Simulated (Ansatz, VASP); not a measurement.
One calculation of SnSe, two programs

```
Sn Se
1.0
     3.78405    0.00000    0.00000
     0.00000    3.78405    0.00000
     0.00000    0.00000    3.78405
Sn Se
1 1
Direct
  0.00000 0.00000 0.00000
  0.50000 0.50000 0.50000
```

Alike in both runs: task single point; functional PBEsol; k mesh 12 × 12 × 12; occupations gaussian, width 0.1 eV; no spin polarisation.

|  | VASP | Ansatz |
| --- | --- | --- |
| version | VASP 6.6.1 | Ansatz 0.2.0 |
| potentials or method | VASP PAW PBE potentials, release 64 (Sn_d, Se), cutoff 520 eV | scalar-relativistic, plane waves, PAW |
| valence electrons in the cell | 20 | 30 |

|  | VASP | Ansatz | Ansatz less VASP |
| --- | --- | --- | --- |
| gap on the k mesh at the Fermi level (eV) | none | none | - |
| pressure (GPa) | -6.3 | -6.3 | +0.01 |

VASP's potentials were made for PBE, not for PBEsol. A gap of «none» marks a metal or a gap that the smearing closes. VASP's potentials hold 20 valence electrons a cell and Ansatz's 30, so a difference there can come from the potentials and not from the codes.
